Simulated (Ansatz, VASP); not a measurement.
**H in VASP and in Ansatz**

INCAR

```
PREC = Accurate
ENCUT = 520
EDIFF = 1E-6
ISMEAR = 0
SIGMA = 0.02
LREAL = False
LASPH = True
NELM = 100
ALGO = Normal
ISIF = 2
LWAVE = False
LCHARG = False
GGA = PS
NBANDS = 10
```

File KPOINTS:

```
regular mesh
0
Gamma
  6 6 6
```

POSCAR

```
H
1.0
    2.6106004258     -2.5489972608      0.0171045564
    2.5611606291      2.4984677729      0.0231136646
    0.0317472335      0.0048479850      4.1122446782
H
4
Direct
    0.9670020716      0.0132667702      0.0564372334
    0.4541963689      0.5721292699      0.4012082280
    0.5369673576      0.4431455253      0.4925972676
    0.0792056082      0.9373123850      0.9117002412
```

Input for Ansatz:

```yaml
crystal:
  lattice:
    - [2.6106004258, -2.5489972608, 0.0171045564]
    - [2.5611606291, 2.4984677729, 0.0231136646]
    - [0.0317472335, 0.004847985, 4.1122446782]
  atoms:
    - { symbol: H, position: [0.9670020716, 0.0132667702, 0.0564372334] }
    - { symbol: H, position: [0.4541963689, 0.5721292699, 0.401208228] }
    - { symbol: H, position: [0.5369673576, 0.4431455253, 0.4925972676] }
    - { symbol: H, position: [0.0792056082, 0.937312385, 0.9117002412] }
basis:
  ecutwfc: 600
kpoints:
  mp_grid: { grid: [6, 6, 6] }
hamiltonian:
  xc: pbesol
scf:
  occupations: { method: gaussian, width: 0.02 }
output:
  forces: true
  stress: true
  eigenvalues: true
```

Change from the starting cell: ecut displaced: 600 eV.

Alike in both runs: task single point; functional PBEsol; k mesh 6 × 6 × 6; occupations gaussian, width 0.02 eV; no spin polarisation.

|  | VASP | Ansatz |
| --- | --- | --- |
| version | VASP 6.6.1 | Ansatz 0.2.0 |
| potentials or method | VASP PAW PBE potentials, release 64 (H), cutoff 520 eV | scalar-relativistic, plane waves, PAW |
| valence electrons in the cell | 4 | 4 |

```csv
,VASP,Ansatz,Ansatz less VASP
gap on the k mesh at the Fermi level (eV),9.02,9.02,+0.002
least direct gap on the mesh (eV),9.41,9.41,+0.001
pressure (GPa),2.7,2.8,+0.13
"traceless stress, the component that is largest in VASP (GPa)",-4.45,-4.42,+0.030
rms of the force components (eV/Å),1.874,1.857,-0.0171
```

VASP's potentials were made for PBE, not for PBEsol. Atom by atom the forces differ by 0.018 eV/Å (rms over components).
